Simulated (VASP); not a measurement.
Set up this calculation in VASP 6.6.1, as the native input.

```
Task                   : single point
Functional             : LDA
Potentials or basis    : VASP PAW LDA potentials, release 64 (Li_sv, O)
Cutoff                 : 750 eV
k mesh                 : 8 × 8 × 8
Occupations            : gaussian, width 0.01 eV
Spin                   : no spin polarisation
Dipole correction      : no
Further INCAR settings : ALGO = Normal; EDIFF = 1e-06; NBANDS = 13
```

The structure of Li2O lies in POSCAR:

```
Li2O
1.0
    0.0000000000      2.3050000000      2.3050000000
    2.3050000000      0.0000000000      2.3050000000
    2.3050000000      2.3050000000      0.0000000000
Li O
2 1
Direct
    0.2500000000      0.2500000000      0.2500000000
    0.7500000000      0.7500000000      0.7500000000
    0.0000000000      0.0000000000      0.0000000000
```

One way to write it, as run:

INCAR

```
SYSTEM = Li2O
  PREC = Accurate
  ENCUT = 750
  EDIFF = 1E-6
  ISMEAR = 0
  SIGMA = 0.01
  LREAL = .FALSE.
  LASPH = .TRUE.
  NELM = 120
  ALGO = Normal
  ISIF = 2
  LWAVE = .FALSE.
  LCHARG = .FALSE.
  GGA = CA
  NBANDS = 13
  GGA_COMPAT = .FALSE.
```

KPOINTS

```
regular mesh
0
G
  8 8 8
  0 0 0
```

Potentials or basis: VASP PAW LDA potentials, release 64 (Li_sv, O).

Launch:

```bash
$ cat potpaw_LDA.64/Li_sv/POTCAR potpaw_LDA.64/O/POTCAR > POTCAR
$ mpirun -np 1 vasp_std > vasp.out
```

It gave:

```
Pressure               : -6.4 GPa
Band gap on the k mesh : 4.81 eV, indirect (least direct gap 5.29 eV)
```

Run time: 33 s on 1 thread of AMD EPYC 7R13, on a shared host, peak memory 0.11 GiB.
